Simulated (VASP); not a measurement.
# BAs (F-43m) in VASP: a series of runs

The runs below take BAs through single point, with B3LYP5.

All numbers are computed with VASP 6.6.1; they aren't measurements. Logs are shortened: lines on timing, memory, paths and dates and some standing lists are left out, and cuts for length are marked.

### 1 The cell of the first run

The structure is cubic, space group F-43m (No. 216). Conventional cell: a = 4.777 Å, b = 4.777 Å, c = 4.777 Å, α = 90.00°, β = 90.00°, γ = 90.00°. As (site symmetry -43m) has 4 B at 2.07 Å within 2.7 Å. Within 2.7 Å of B (site symmetry -43m) lie 4 As at 2.07 Å.

### 2 Single point, B3LYP5

The input, POSCAR:

```
BAs
1.0
    0.0000000000      2.3885000000      2.3885000000
    2.3885000000      0.0000000000      2.3885000000
    2.3885000000      2.3885000000      0.0000000000
As B
1 1
Direct
    0.7500000000      0.7500000000      0.7500000000
    0.0000000000      0.0000000000      0.0000000000
```

The input, INCAR.step1:

```
PREC     = Accurate       # precision mode
ENCUT    = 520            # plane-wave cutoff, eV
EDIFF    = 1E-5           # SCF threshold, eV
ISMEAR   = -1             # smearing method
SIGMA    = 0.05           # smearing width, eV
LREAL    = F              # projectors in reciprocal space
LASPH    = T              # aspherical terms in the spheres
NELM     = 60             # most SCF steps
ALGO     = Normal         # electronic algorithm
ISIF     = 2              # what is computed and relaxed
LWAVE    = T              # write WAVECAR
GGA      = PE             # functional
NBANDS   = 11             # bands
```

The input, INCAR.step2:

```
PREC     = Accurate       # precision mode
ENCUT    = 520            # plane-wave cutoff, eV
EDIFF    = 1E-7           # SCF threshold, eV
ISMEAR   = -1             # smearing method
SIGMA    = 0.05           # smearing width, eV
LREAL    = F              # projectors in reciprocal space
LASPH    = T              # aspherical terms in the spheres
NELM     = 60             # most SCF steps
ALGO     = Normal         # electronic algorithm
ISIF     = 2              # what is computed and relaxed
LWAVE    = F              # write WAVECAR
LCHARG   = T              # write CHGCAR
GGA      = B5             # functional
LHFCALC  = T              # exact exchange
AEXX     = 0.2            # exact-exchange fraction
AGGAX    = 0.72         
AGGAC    = 0.81         
ALDAC    = 0.19         
PRECFOCK = Normal       
LELF     = T              # ELF
LVHAR    = T            
ISTART   = 1            
NBANDS   = 11             # bands
```

The input, KPOINTS:

```
regular mesh
0
Gamma
  5 5 5
```

Potentials or basis: VASP PAW PBE potentials, release 64 (As, B).

On the command line:

```sh
$ cat potpaw_PBE.64/As/POTCAR potpaw_PBE.64/B/POTCAR > POTCAR
$ cp INCAR.step1 INCAR
$ mpirun -np 1 vasp_std > vasp.out
$ cp INCAR.step2 INCAR
$ mpirun -np 1 vasp_std > vasp.out
```

OUTCAR:

```text
PREC = Accurate
   ENCUT = 520
   EDIFF = 1E-7
   ISMEAR = -1
   LREAL = F
   LASPH = T
   NELM = 60
   ISIF = 2
   GGA = B5
   LHFCALC = T
   AEXX = 0.2
   PRECFOCK = Normal
   ISTART = 1

 ion  position               nearest neighbor table
   1  0.750  0.750  0.750-   2 2.07   2 2.07   2 2.07   2 2.07
   2  0.000  0.000  0.000-   1 2.07   1 2.07   1 2.07   1 2.07

  LATTYP: Found a face centered cubic cell.
 ALAT       =     4.7770000000

  Lattice vectors:

 A1 = (   0.0000000000,   2.3885000000,   2.3885000000)
 A2 = (   2.3885000000,   0.0000000000,   2.3885000000)
 A3 = (   2.3885000000,   2.3885000000,   0.0000000000)

Analysis of symmetry for initial positions (statically):
=====================================================================
 Subroutine PRICEL returns:
 Original cell was already a primitive cell.

 Routine SETGRP: Setting up the symmetry group for a
 face centered cubic supercell.

 Subroutine GETGRP returns: Found 24 space group operations
 (whereof 24 operations were pure point group operations)
 out of a pool of 48 trial point group operations.

The static configuration has the point symmetry T_d .

Analysis of symmetry for dynamics (positions and initial velocities):
=====================================================================
 Subroutine PRICEL returns:
 Original cell was already a primitive cell.

 Routine SETGRP: Setting up the symmetry group for a
 face centered cubic supercell.

 Subroutine GETGRP returns: Found 24 space group operations
 (whereof 24 operations were pure point group operations)
 out of a pool of 48 trial point group operations.

The dynamic configuration has the point symmetry T_d .

 Subroutine INISYM returns: Found 24 space group operations
 (whereof 24 operations are pure point group operations),
 and found     1 'primitive' translations

----------------------------------------------------------------------------------------

                                     Primitive cell

  volume of cell :      27.2525

  direct lattice vectors                    reciprocal lattice vectors
     0.000000000  2.388500000  2.388500000    -0.209336404  0.209336404  0.209336404
     2.388500000  0.000000000  2.388500000     0.209336404 -0.209336404  0.209336404
     2.388500000  2.388500000  0.000000000     0.209336404  0.209336404 -0.209336404

  length of vectors
     3.377849094  3.377849094  3.377849094     0.362581287  0.362581287  0.362581287

  position of ions in fractional coordinates (direct lattice)
     0.750000000  0.750000000  0.750000000
     0.000000000  0.000000000  0.000000000

  ion indices of the primitive-cell ions
   primitive index   ion index
                 1           1
                 2           2

----------------------------------------------------------------------------------------

 KPOINTS: regular mesh

Automatic generation of k-mesh.
 Grid dimensions read from file:
 generate k-points for:    5    5    5

 Generating k-lattice:

  Cartesian coordinates                     Fractional coordinates (reciprocal lattice)
    -0.041867281  0.041867281  0.041867281     0.200000000  0.000000000  0.000000000
     0.041867281 -0.041867281  0.041867281     0.000000000  0.200000000  0.000000000
     0.041867281  0.041867281 -0.041867281     0.000000000  0.000000000  0.200000000

  Length of vectors
     0.072516257  0.072516257  0.072516257

  Shift w.r.t. Gamma in fractional coordinates (k-lattice)
     0.000000000  0.000000000  0.000000000

 Subroutine IBZKPT returns following result:
 ===========================================

 Found     10 irreducible k-points:

 Following reciprocal coordinates:
            Coordinates               Weight
  0.000000  0.000000  0.000000      1.000000
  0.200000  0.000000  0.000000      8.000000
  0.400000  0.000000  0.000000      8.000000
  0.200000  0.200000  0.000000      6.000000
  0.400000  0.200000  0.000000     24.000000
 -0.400000  0.200000  0.000000     24.000000
 -0.200000  0.200000  0.000000     12.000000
  0.400000  0.400000  0.000000      6.000000
 -0.400000  0.400000  0.000000     12.000000
 -0.400000  0.400000  0.200000     24.000000
   k-points           NKPTS =     10   k-points in BZ     NKDIM =    125   number of bands    NBANDS=     11
   number of dos      NEDOS =    301   number of ions     NIONS =      2
   total plane-waves  NPLWV =  21952
   dimension x,y,z NGX =    28 NGY =   28 NGZ =   28
   dimension x,y,z NGXF=    56 NGYF=   56 NGZF=   56
   ions per type =               1   1
   NGX,Y,Z   is equivalent  to a cutoff of  13.78, 13.78, 13.78 a.u.
   NGXF,Y,Z  is equivalent  to a cutoff of  27.56, 27.56, 27.56 a.u.
 SYSTEM =  unknown system
   PREC   = accura    normal or accurate (medium, high low for compatibility)
   ISTART =      1    job   : 0-new  1-cont  2-samecut
   ICHARG =      0    charge: 1-file 2-atom 10-const
   ISPIN  =      1    spin polarized calculation?
   LNONCOLLINEAR =      F non collinear calculations
   LSORBIT =      F    spin-orbit coupling
   LASPH  =      T    aspherical Exc in radial PAW
   ENCUT  =  520.0 eV  38.22 Ry    6.18 a.u.   6.28  6.28  6.28*2*pi/ulx,y,z
   NELM   =     60;   NELMIN=  2; NELMDL=  0     # of ELM steps
   EDIFF  = 0.1E-06   stopping-criterion for ELM
   LREAL  =      F    real-space projection
   EDIFFG = 0.1E-05   stopping-criterion for IOM
   NSW    =      0    number of steps for IOM
   IBRION =     -1    ionic relax: 0-MD 1-quasi-New 2-CG
   NFREE  =      0    steps in history (QN), initial steepest desc. (CG)
   ISIF   =      2    stress and relaxation
   ISYM   =      3    0-nonsym 1-usesym 2-fastsym
   POTIM  = 0.5000    time-step for ionic-motion
   TEBEG  =    0.0;   TEEND  =   0.0 temperature during run
   PSTRESS=    0.0 pullay stress
   NELECT =       8.0000    total number of electrons
   NUPDOWN=      -1.0000    fix difference up-down
   EMIN   =  10.00;   EMAX   =-10.00  energy-range for DOS
   EFERMI =   0.00;   METHOD = LEGACY
   ISMEAR =    -1;   SIGMA  =   0.05  broadening in eV -4-tet -1-fermi 0-gaus
   EFERMI_NEDOS =   21; number of points for ismear=-14 and -15
   IALGO  =     38    algorithm
   IMIX   =      1    mixing-type and parameters
     AMIX     =   0.40;   BMIX     =  1.00
     AMIX_MAG =   1.60;   BMIX_MAG =  1.00
  volume/ion in A,a.u.               =      13.63        91.95
  Fermi-wavevector in a.u.,A,eV,Ry     =   1.088018  2.056057 16.106360  1.183784
  Thomas-Fermi vector in A             =   2.224191
   LORBIT       =      0    0 simple, 1 ext, 2 COOP (PROOUT), +10 PAW based schemes
   GGA     = B5    functional components
   LHFCALC =     T    Hartree Fock is set to
   PRECFOCK=normal    Normal, Fast or Accurate (Low or Medium for compatibility)
   ENCUT4O =  -1.0   cutoff for four orbital integrals eV
   NKREDX  =     1    reduce k-point grid by
   NKREDY  =     1    reduce k-point grid by
   NKREDZ  =     1    reduce k-point grid by
   AEXX    =    0.2000 exact exchange contribution
   HFSCREEN=    0.0000 screening length (either q_TF or 0.3 A-1)
   HFSCREENC=   0.0000 screening length for correlation (either q_TF or 0.3 A-1)
   ENCUTFOCK=  -1.0 apply spherical cutoff to Coloumb kernel
   IVDW    =     0    specifies the selected vdW correction
   LEPSILON=     F    determine dielectric tensor
   LRPA    =     F    only Hartree local field effects (RPA)
 non-spin polarized calculation
  energy-cutoff  :      520.00
  volume of cell :       27.25
 maximum number of plane-waves:       745
 NGX is ok and might be reduce to    28
  NGX = 20; NGY = 20; NGZ = 20

 number of electron       8.0000000 magnetization

 Free energy of the ion-electron system (eV)
  ---------------------------------------------------
  ext. energy  EPLUGINS =         0.00000000
  ---------------------------------------------------
  free energy    TOTEN  =       -12.39197487 eV

  energy without entropy =      -12.39197487  energy(sigma->0) =      -12.39197487

 E-fermi :   6.8818     XC(G=0):  -8.2523

 val. band max:        5.7822158982   @ k =   0.0000   0.0000   0.0000
 cond. band min:       8.3126043018   @ k =   0.4000   0.4000   0.0000
 fundamental gap:      2.5303884035
 Fermi energy:         6.8817630826

 k-point     1 :       0.0000    0.0000    0.0000
  band No.  band energies     occupation
      1     -10.8086      2.00000
      2       5.7822      2.00000
      3       5.7822      2.00000
      4       5.7822      2.00000
      5      10.4228      0.00000
      6      10.4228      0.00000
      7      10.4228      0.00000
      8      12.0305      0.00000
      9      17.1580      0.00000
     10      20.4597      0.00000
     11      20.4597      0.00000

 k-point     2 :       0.2000    0.0000    0.0000
  band No.  band energies     occupation
      1     -10.1135      2.00000
      2       1.8134      2.00000
      3       4.8732      2.00000
      4       4.8732      2.00000
      5      10.4030      0.00000
      6      11.5949      0.00000
      7      11.5949      0.00000
      8      14.5997      0.00000
      9      18.6616      0.00000
     10      18.6616      0.00000
     11      18.8356      0.00000

 k-point     3 :       0.4000    0.0000    0.0000
  band No.  band energies     occupation
      1      -8.3093      2.00000
      2      -2.7013      2.00000
      3       3.9627      2.00000
      4       3.9627      2.00000
      5       9.9397      0.00000
      6      12.0880      0.00000
      7      12.0880      0.00000
      8      16.4398      0.00000
      9      19.6787      0.00000
     10      20.7184      0.00000
     11      20.7184      0.00000

 k-point     4 :       0.2000    0.2000    0.0000
  band No.  band energies     occupation
      1      -9.8771      2.00000
      2       2.5913      2.00000
      3       3.5567      2.00000
      4       3.5567      2.00000
      5       9.1261      0.00000
      6      12.6785      0.00000
      7      13.6216      0.00000
      8      13.6216      0.00000
      9      17.2279      0.00000
     10      20.2095      0.00000
     11      21.4579      0.00000

 k-point     5 :       0.4000    0.2000    0.0000
  band No.  band energies     occupation
      1      -8.3753      2.00000
      2      -1.2219      2.00000
      3       2.1334      2.00000
      4       2.7436      2.00000
      5       9.7866      0.00000
      6      12.7729      0.00000
      7      14.1415      0.00000
      8      14.6517      0.00000
      9      19.4615      0.00000
     10      21.9501      0.00000
     11      22.5660      0.00000

 k-point     6 :      -0.4000    0.2000    0.0000
  band No.  band energies     occupation
      1      -7.2843      2.00000
      2      -3.0590      2.00000
      3       0.9841      2.00000
      4       3.1261      2.00000
      5      10.3009      0.00000
      6      13.4686      0.00000
      7      13.8683      0.00000
      8      16.6144      0.00000
      9      18.6358      0.00000
     10      20.0883      0.00000
     11      22.7081      0.00000

 k-point     7 :      -0.2000    0.2000    0.0000
  band No.  band energies     occupation
      1      -9.0077      2.00000
      2      -0.0779      2.00000
      3       1.5264      2.00000
      4       4.4150      2.00000
      5      11.1823      0.00000
      6      12.4103      0.00000
      7      13.2738      0.00000
      8      14.4605      0.00000
      9      17.3256      0.00000
     10      20.2429      0.00000
     11      21.8724      0.00000

 k-point     8 :       0.4000    0.4000    0.0000
  band No.  band energies     occupation
      1      -7.3158      2.00000
      2      -2.1195      2.00000
      3       1.6929      2.00000
      4       1.6929      2.00000
      5       8.3126      0.00000
      6       9.4787      0.00000
      7      17.9525      0.00000
      8      17.9525      0.00000
      9      19.9496      0.00000
     10      24.3996      0.00000
     11      24.5716      0.00000

 k-point     9 :      -0.4000    0.4000    0.0000
  band No.  band energies     occupation
      1      -6.2772      2.00000
      2      -3.1653      2.00000
      3      -0.1333      2.00000
      4       1.8589      2.00000
      5       9.0108      0.00000
      6      11.6666      0.00000
      7      17.4009      0.00000
      8      17.7473      0.00000
      9      18.8544      0.00000
     10      21.7974      0.00000
     11      24.4440      0.00000

 k-point    10 :      -0.4000    0.4000    0.2000
  band No.  band energies     occupation
      1      -6.8223      2.00000
      2      -2.4633      2.00000
      3       0.0285      2.00000
      4       1.4215      2.00000
      5      11.6887      0.00000
      6      12.6540      0.00000
      7      13.4538      0.00000
      8      17.2178      0.00000
      9      18.6210      0.00000
     10      21.7917      0.00000
     11      24.3542      0.00000

------------------------ aborting loop because EDIFF is reached ----------------------------------------

  FORCE on cell =-STRESS in cart. coord.  units (eV):
  Direction    XX          YY          ZZ          XY          YZ          ZX
  --------------------------------------------------------------------------------------
  -------------------------------------------------------------------------------------
  Total        0.7718441      0.7718441      0.7718441      0.0000000      0.0000000      0.0000000
  in kB       45.3768596     45.3768596     45.3768596      0.0000000      0.0000000      0.0000000
  external PRESSURE =      45.3768596 kB  Pullay stress =       0.0000000 kB

 VOLUME and BASIS-vectors are now :
 -----------------------------------------------------------------------------
  energy-cutoff  :      520.00
  volume of cell :       27.25
      direct lattice vectors                 reciprocal lattice vectors
     0.000000000  2.388500000  2.388500000    -0.209336404  0.209336404  0.209336404
     2.388500000  0.000000000  2.388500000     0.209336404 -0.209336404  0.209336404
     2.388500000  2.388500000  0.000000000     0.209336404  0.209336404 -0.209336404

 POSITION                                       TOTAL-FORCE (eV/Angst)
 -----------------------------------------------------------------------------------
      3.58275      3.58275      3.58275        -0.000000     -0.000000     -0.000000
      0.00000      0.00000      0.00000         0.000000      0.000000      0.000000
 -----------------------------------------------------------------------------------
    total drift:                                0.000000      0.000000      0.000000

  FREE ENERGIE OF THE ION-ELECTRON SYSTEM (eV)
  ---------------------------------------------------
  free  energy   TOTEN  =       -12.3919748698 eV

  energy  without entropy=      -12.3919748698  energy(sigma->0) =      -12.39197487
```

It took 3.6 min on 1 thread of AMD EPYC 7R13 (Zen 3), shared host; peak memory 0.14 GiB.

Results:

| Property | Result |
| --- | --- |
| Free energy | -12.3920 eV |
| Pressure | 4.5 GPa |
| Band gap on the k mesh | 2.53 eV (least direct gap 4.64 eV) |

Levels at points of the mesh, in eV from the valence-band top:
```csv
k point,band 1,band 2,band 3,band 4,band 5,band 6,band 7,band 8,band 9
"(0.00, 0.00, 0.00)",-16.59,0.00,0.00,0.00,4.64,4.64,4.64,6.25,11.38
```

Caveat: the k points lie up to 0.46 Å⁻¹ apart; the PAW data sets were made with another functional, which shifts forces and pressure a little; an odd mesh through Γ misses points on the zone boundary, where band edges can lie.

(Continued in part 2 of 2.)
